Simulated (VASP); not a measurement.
Here is a VASP 6.6.1 calculation.

The input INCAR:

```
SYSTEM = BW3
ALGO = Normal ; EDIFF = 1E-6
EDIFFG = -0.04 ; ENCUT = 600
GGA = PE ; IBRION = 2
ISIF = 3 ; ISMEAR = 0
LASPH = .TRUE. ; LCHARG = .FALSE.
LREAL = .FALSE. ; LWAVE = .FALSE.
NELM = 60 ; NSW = 90
PREC = Accurate ; SIGMA = 0.1
```

Contents of KPOINTS:

```
k-points
0
G
  4 4 4
  0 0 0
```

The input POSCAR:

```
BW3
1.0
    3.8872856700      0.0000000000      0.0000000000
    0.0000000000      3.8872856700      0.0000000000
    0.0000000000      0.0000000000      3.8872856700
B W
1 3
Direct
    0.0000000000      0.0000000000      0.0000000000
    0.5000000000      0.5000000000      0.0000000000
    0.5000000000      0.0000000000      0.5000000000
    0.0000000000      0.5000000000      0.5000000000
```

Potentials or basis: VASP PAW PBE potentials, release 64 (B, W_sv).

Launch:

```bash
$ cat potpaw_PBE.64/B/POTCAR potpaw_PBE.64/W_sv/POTCAR > POTCAR
$ mpirun -np 1 vasp_std > vasp.out
```

Task: Predict the relaxed cell.

Result: a = 3.828 Å, b = 3.828 Å, c = 3.828 Å, α = 90.00°, β = 90.00°, γ = 90.00°.

Task: Estimate the space group after relaxing (to 0.1 Å).

Result: Pm-3m (No. 221).

The path:
```tsv
step	energy change (eV)	largest force (eV/Å)	pressure (GPa)	volume (Å³)
1	0.0000	0.0000	-11.86	58.74
2	0.6105	0.0000	41.29	49.97
3	-0.1024	0.0000	-0.55	56.19
4	-0.1026	0.0000	-0.11	56.10
```

Caveat: the k points lie up to 0.41 Å⁻¹ apart in the final cell, too coarse for converged energies and pressures of a metal.
